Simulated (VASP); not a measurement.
Input of a VASP 6.6.1 run:

File INCAR:

```
SYSTEM = Au
PREC = Accurate
ENCUT = 600
EDIFF = 1E-6
ISMEAR = -1
SIGMA = 0.05
LREAL = .False.
LASPH = .True.
NELM = 60
ALGO = Normal
ISIF = 3
LWAVE = .False.
LCHARG = .False.
GGA = PS
IBRION = 2
NSW = 60
EDIFFG = -0.01
PSTRESS = 100.0
```

File KPOINTS:

```
Automatic mesh
0
Gamma
  11 11 6
  0 0 0
```

POSCAR

```
Au
1.0
    2.9000000000      0.0000000000      0.0000000000
   -1.4500000000      2.5114736710      0.0000000000
    0.0000000000      0.0000000000      4.8800000000
Au
2
Direct
    0.6666666667      0.3333333333      0.2500000000
    0.3333333333      0.6666666667      0.7500000000
```

Potentials or basis: VASP PAW PBE potentials, release 64 (Au).

Command:

```bash
$ cat potpaw_PBE.64/Au/POTCAR > POTCAR
$ mpirun -np 1 vasp_std > vasp.out
```

Problem. Estimate the relaxed volume.

Solution. 16.17 Å³/atom.

Problem. What does it give for the band gap on the k mesh?

Solution. Zero (band 11 reaches 14.02 eV, above the bottom of band 12 at 7.43 eV).

Final structure:
```xyz
2
Lattice="2.8231 0.0000 0.0000 -1.4115 2.4448 0.0000 0.0000 0.0000 4.6865" Properties=species:S:1:pos:R:3 pbc="T T T"
Au    1.4115    0.8149    1.1716
Au    0.0000    1.6299    3.5149
```

Caveat: the cell is relaxed towards a set pressure, so the enthalpy falls and the energy may rise; the PAW data sets were made with another functional, which shifts forces and pressure a little; spin-orbit coupling is left out, which moves the levels of the heavy elements.
